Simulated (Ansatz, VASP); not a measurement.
Two plane-wave programs on Ti3Al

```
CELL_PARAMETERS angstrom
2.82213 0.00000 0.00000
-1.41106 2.44404 0.00000
0.00000 0.00000 9.61951
ATOMIC_POSITIONS crystal
Ti 0.66667 0.33333 0.00000
Ti 0.33333 0.66667 0.73476
Ti 0.33333 0.66667 0.26524
Al 0.66667 0.33333 0.50000
```

Alike in both runs: task single point; functional PBEsol; k mesh 15 × 15 × 6; occupations gaussian, width 0.15 eV; no spin polarisation.

|  | VASP | Ansatz |
| --- | --- | --- |
| version | VASP 6.6.1 | Ansatz 0.2.0 |
| potentials or method | VASP PAW PBE potentials, release 64 (Ti_sv, Al), cutoff 520 eV | scalar-relativistic, plane waves, PAW |
| valence electrons in the cell | 39 | 39 |

Ansatz gave:

```
gap on the k mesh at the Fermi level (eV)                     : none
pressure (GPa)                                                : -0.2
traceless stress, the component that is largest in VASP (GPa) : -3.80
rms of the force components (eV/Å)                            : 0.307
```

**Question.** Which values does VASP return?

**Answer.** gap on the k mesh at the Fermi level (eV): none; pressure (GPa): -0.3; traceless stress, the component that is largest in VASP (GPa): -3.70; rms of the force components (eV/Å): 0.309.

VASP's potentials were made for PBE, not for PBEsol, and Ansatz warns of the same on its side. Atom by atom the forces differ by 0.003 eV/Å (rms over components). A gap of «none» marks a metal or a gap that the smearing closes.
